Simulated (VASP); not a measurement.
In: single point with revPBE

Crystal: In.

```xyz
2
Lattice="0.0000 3.3197 3.3197 3.3197 0.0000 3.3197 3.3197 3.3197 0.0000" Properties=species:S:1:pos:R:3 pbc="T T T"
In    0.8299    0.8299    0.8299
In    5.8094    5.8094    5.8094
```

This isn't the form of In at room conditions, which is tetragonal.

```json
{"Program": "VASP 6.6.1", "Task": "single point", "Functional": "revPBE", "Potentials or basis": "VASP PAW PBE potentials, release 64 (In_d)", "Cutoff": "520 eV", "k mesh": "9 × 9 × 9", "Occupations": "fermi-dirac, width 0.1 eV", "Spin": "no spin polarisation"}
```

The pressure is 2.0 GPa and the band gap on the k mesh is zero (bands 13 and 14 overlap by 3.13 eV).

Levels at points of the mesh, in eV from the Fermi level:
```
           k point  band 10  band 11  band 12  band 13  band 14  band 15  band 16  band 17
(0.00, 0.00, 0.00)   -14.16    -8.01     2.31     2.34     2.34     2.34     4.01     4.01
```

It took 64 s on 1 thread of Intel Xeon 8259CL (shared host), peak memory 0.22 GiB.

Caveat: the PAW data sets were made with another functional, which shifts forces and pressure a little; spin-orbit coupling is left out, which moves the levels of the heavy elements.
